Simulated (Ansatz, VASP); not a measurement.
**InSb: VASP beside Ansatz**

Contents of POSCAR:

```
InSb
1.0
    0.0000000000      3.3264100441      3.3264100441
    3.3264100441      0.0000000000      3.3264100441
    3.3264100441      3.3264100441      0.0000000000
In Sb
1 1
Direct
    0.0000000000      0.0000000000      0.0000000000
    0.2500000000      0.2500000000      0.2500000000
```

The input INCAR.step1:

```
SYSTEM = InSb
ALGO = Normal
EDIFF = 1E-5
ENCUT = 520
GGA = PE
ISIF = 2
ISMEAR = -1
LASPH = .TRUE.
LREAL = .FALSE.
LWAVE = .TRUE.
NBANDS = 16
NELM = 100
PREC = Accurate
SIGMA = 0.02
```

File INCAR.step2:

```
SYSTEM = InSb
ALGO = Normal
EDIFF = 1E-6
ENCUT = 520
GGA = PE
HFSCREEN = 0.2079
ISIF = 2
ISMEAR = -1
ISTART = 1
LASPH = .TRUE.
LCHARG = .TRUE.
LELF = .TRUE.
LHFCALC = .TRUE.
LREAL = .FALSE.
LVHAR = .TRUE.
LWAVE = .FALSE.
NBANDS = 16
NELM = 100
PREC = Accurate
PRECFOCK = Normal
SIGMA = 0.02
```

Contents of KPOINTS:

```
k-points
0
G
  4 4 4
  0 0 0
```

Input for Ansatz:

```yaml
crystal:
  lattice:
    - [0.0, 3.3264100441, 3.3264100441]
    - [3.3264100441, 0.0, 3.3264100441]
    - [3.3264100441, 3.3264100441, 0.0]
  atoms:
    - { symbol: In, position: [0.0, 0.0, 0.0] }
    - { symbol: Sb, position: [0.25, 0.25, 0.25] }
kpoints:
  mp_grid: { grid: [4, 4, 4] }
  band_path:
    path:
      - [0.0, 0.0, 0.0]
      - [-0.5, -0.5, 0.0]
      - [-0.375, -0.375, 0.25]
      - [-0.375, 0.0, 0.375]
      - [0.0, 0.0, 0.5]
      - [-0.5, -0.25, 0.25]
    npoints: 1
hamiltonian:
  xc: hse06
scf:
  occupations: { method: fermi_dirac, width: 0.02 }
  n_extra_bands: 4
output:
  forces: true
  stress: true
  eigenvalues: true
```

Change from the starting cell: hydrostatic strain +1.4%.

Alike in both runs: task single point; functional HSE06; k mesh 4 × 4 × 4; occupations fermi-dirac, width 0.02 eV; no spin polarisation.

```csv
,VASP,Ansatz
version,VASP 6.6.1,Ansatz 0.2.0
potentials or method,"VASP PAW PBE potentials, release 64 (In_d, Sb)","plane waves, PAW"
plane-wave cutoff (eV),520,420
valence electrons in the cell,18,28
```

```tsv
	VASP	Ansatz	Ansatz less VASP
pressure (GPa)	-1.8	-1.4	+0.44
```

With one functional, cell and mesh, what is left measures potentials, basis and numerics. VASP's potentials hold 18 valence electrons a cell and Ansatz's 28, so a difference there can come from the potentials and not from the codes. Ansatz's warnings: filled band counts differ across k points, stress exchange threshold loose, stress scf threshold loose.

The k mesh is coarse, so the values compare programs but aren't converged. Neither program's run includes spin-orbit coupling.
